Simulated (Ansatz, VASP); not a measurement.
One calculation of ZnCuO, two programs

```
Zn Cu O
1.0
     3.39041    0.00000    0.00000
    -1.69521    2.93619    0.00000
     0.00000    0.00000    6.98729
Zn Cu O
2 2 2
Direct
  0.00000 0.00000 0.25000
  0.00000 0.00000 0.75000
  0.33333 0.66667 0.25000
  0.66667 0.33333 0.75000
  0.00000 0.00000 0.00000
  0.00000 0.00000 0.50000
```

Alike in both runs: task relaxation of cell and atoms; functional PBE; k mesh 6 × 6 × 4; occupations gaussian, width 0.1 eV; collinear spin.

```csv
,VASP,Ansatz
version,VASP 6.6.1,Ansatz 0.2.0
potentials or method,"VASP PAW PBE potentials, release 64 (Zn, Cu, O), cutoff 600 eV","scalar-relativistic, plane waves, PAW"
valence electrons in the cell,58,74
```

```tsv
	VASP	Ansatz	Ansatz less VASP
gap on the k mesh at the Fermi level, each at its own relaxed structure (eV)	none	none	-
net moment per atom (μB)	0.00	0.00	0.000
relaxed volume (Å³/atom)	18.63	19.44	+0.811
relaxed length of the cell vector where the two differ most in proportion (Å)	4.210	4.318	+0.1083
```

A gap of «none» marks a metal or a gap that the smearing closes. VASP's potentials hold 58 valence electrons a cell and Ansatz's 74, so a difference there can come from the potentials and not from the codes. Ansatz's warnings: seeded moment not kept.

Noted on VASP's run: the volume moved by over 15 % at a fixed basis, so the end points are rough.
